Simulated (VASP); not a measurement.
ZnS, 8 atoms in the cell. It takes space group P6_3mc (No. 186, hexagonal). The conventional cell has a = 3.694 Å, b = 3.694 Å, c = 12.279 Å, α = 90.00°, β = 90.00°, γ = 120.00°. Zn (site symmetry 3m) has 4 S at 2.27 to 2.30 Å within 3.0 Å. Zn (site symmetry 3m) has 4 S at 2.27 to 2.30 Å within 3.0 Å. S (site symmetry 3m) has 4 Zn at 2.27 to 2.30 Å within 3.0 Å. Within 3.0 Å of S (site symmetry 3m) lie 4 Zn at 2.27 to 2.30 Å.  This cell differs from its parent crystal: strain -0.030 along x and y, -0.015 along z.

- Program: VASP 6.6.1
- Task: single point
- Functional: r2SCAN
- Potentials or basis: VASP PAW PBE potentials, release 64 (Zn, S)
- Cutoff: 520 eV
- k mesh: 6 × 6 × 2
- Occupations: gaussian, width 0.05 eV
- Spin: no spin polarisation
- Dipole correction: no
- Further INCAR settings: ALGO = Normal; EDIFF = 1e-06; NBANDS = 46

Potentials or basis: VASP PAW PBE potentials, release 64 (Zn, S).

Launch:

```console
$ cat potpaw_PBE.64/Zn/POTCAR potpaw_PBE.64/S/POTCAR > POTCAR
$ cp INCAR.step1 INCAR
$ mpirun -np 1 vasp_std > vasp.out
$ cp INCAR.step2 INCAR
$ mpirun -np 1 vasp_std > vasp.out
```

Hardware: 1 thread of Intel(R) Xeon(R) 6975P-C (Granite Rapids), with other jobs on the host.

Question: Estimate the wall time of this run.

Answer: Wall time 7.6 min on 1 thread of Intel(R) Xeon(R) 6975P-C (Granite Rapids) (shared host), peak memory 0.31 GiB. Counts: k points 14.
